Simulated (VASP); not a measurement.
Write the native input for VASP 6.6.1 that does the following.

```
Task                   : single point
Functional             : PBEsol
Potentials or basis    : VASP PAW PBE potentials, release 64 (Ge_d)
Cutoff                 : 520 eV
k mesh                 : 8 × 8 × 2
Occupations            : fermi-dirac, width 0.05 eV
Spin                   : no spin polarisation
Dipole correction      : no
Further INCAR settings : ALGO = Normal; EDIFF = 1e-06; NBANDS = 66
```

The structure of Ge lies in POSCAR:

```
Ge
1.0
    3.9213967090      0.0000000000      0.0000000000
   -1.9606983545      3.3960291683      0.0000000000
    0.0000000000      0.0000000000     12.8881272765
Ge
8
Direct
    0.3333333333      0.6666666667      0.1559415700
    0.6666666667      0.3333333333      0.8440584300
    0.6666666667      0.3333333333      0.6559415700
    0.3333333333      0.6666666667      0.3440584300
    0.0000000000      0.0000000000      0.0931488400
    0.0000000000      0.0000000000      0.9068511600
    0.0000000000      0.0000000000      0.5931488400
    0.0000000000      0.0000000000      0.4068511600
```

This cell differs from its parent crystal: volume scaled by 0.94.

These files were run (other wordings do the same):

INCAR

```
PREC     = Accurate       # precision mode
ENCUT    = 520            # plane-wave cutoff, eV
EDIFF    = 1E-6           # SCF threshold, eV
ISMEAR   = -1             # smearing method
SIGMA    = 0.05           # smearing width, eV
LREAL    = F              # projectors in reciprocal space
LASPH    = T              # aspherical terms in the spheres
NELM     = 60             # most SCF steps
ALGO     = Normal         # electronic algorithm
ISIF     = 2              # what is computed and relaxed
LWAVE    = F              # write WAVECAR
LCHARG   = F              # write CHGCAR
GGA      = PS             # functional
NBANDS   = 66             # bands
```

KPOINTS

```
Automatic mesh
0
Gamma
  8 8 2
```

Potentials or basis: VASP PAW PBE potentials, release 64 (Ge_d).

Launch:

```console
$ cat potpaw_PBE.64/Ge_d/POTCAR > POTCAR
$ mpirun -np 1 vasp_std > vasp.out
```

Results of the run:

```json
{
 "Pressure": "4.7 GPa",
 "Largest force": "0.011 eV/Å",
 "Band gap on the k mesh": "0.11 eV, direct"
}
```

Caveat: the PAW data sets were made with another functional, which shifts forces and pressure a little.

It took 2.5 min on 1 thread of Intel(R) Xeon(R) Platinum 8559C (Emerald Rapids) (shared host), peak memory 0.36 GiB.
